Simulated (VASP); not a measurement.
Input of a VASP 6.6.1 run:

File POSCAR:

```
Rh
1.0
    0.4635116378      2.1592859224      2.1592859224
    2.1592859224      0.4635116378      2.1592859224
    2.1592859224      2.1592859224      0.4635116378
Rh
1
Direct
    0.0000000000      0.0000000000      0.0000000000
```

The input INCAR.step1:

```
ALGO     = Normal         # electronic algorithm
EDIFF    = 1E-4           # SCF threshold, eV
ENCUT    = 520            # plane-wave cutoff, eV
GGA      = PE             # functional
ISMEAR   = 0              # smearing method
LASPH    = True           # aspherical terms in the spheres
LCHARG   = False          # write CHGCAR
LREAL    = False          # projectors in reciprocal space
LWAVE    = True           # write WAVECAR
NBANDS   = 14             # bands
NELM     = 100            # most SCF steps
PREC     = Accurate       # precision mode
SIGMA    = 0.15           # smearing width, eV
```

INCAR.step2

```
ALGO     = Normal         # electronic algorithm
EDIFF    = 1E-6           # SCF threshold, eV
ENCUT    = 520            # plane-wave cutoff, eV
ISIF     = 2              # what is computed and relaxed
ISMEAR   = 0              # smearing method
ISTART   = 1            
LASPH    = True           # aspherical terms in the spheres
LCHARG   = False          # write CHGCAR
LMIXTAU  = True         
LREAL    = False          # projectors in reciprocal space
LWAVE    = False          # write WAVECAR
METAGGA  = R2SCAN         # meta-GGA
NBANDS   = 14             # bands
NELM     = 100            # most SCF steps
PREC     = Accurate       # precision mode
SIGMA    = 0.15           # smearing width, eV
```

KPOINTS

```
k-points
0
Gamma
  8 8 8
```

Potentials or basis: VASP PAW PBE potentials, release 64 (Rh_pv).

Launch:

```bash
$ cat potpaw_PBE.64/Rh_pv/POTCAR > POTCAR
$ cp INCAR.step1 INCAR
$ mpirun -np 1 vasp_std > vasp.out
$ cp INCAR.step2 INCAR
$ mpirun -np 1 vasp_std > vasp.out
```

**Question.** Predict the pressure.

**Answer.** 47.1 GPa.

Stress tensor (GPa, compression positive):
```
 47.07 -37.21 -37.21
-37.21  47.07 -37.21
-37.21 -37.21  47.07
```

Caveat: the k points lie up to 0.39 Å⁻¹ apart; the PAW data sets were made with another functional, which shifts forces and pressure a little.
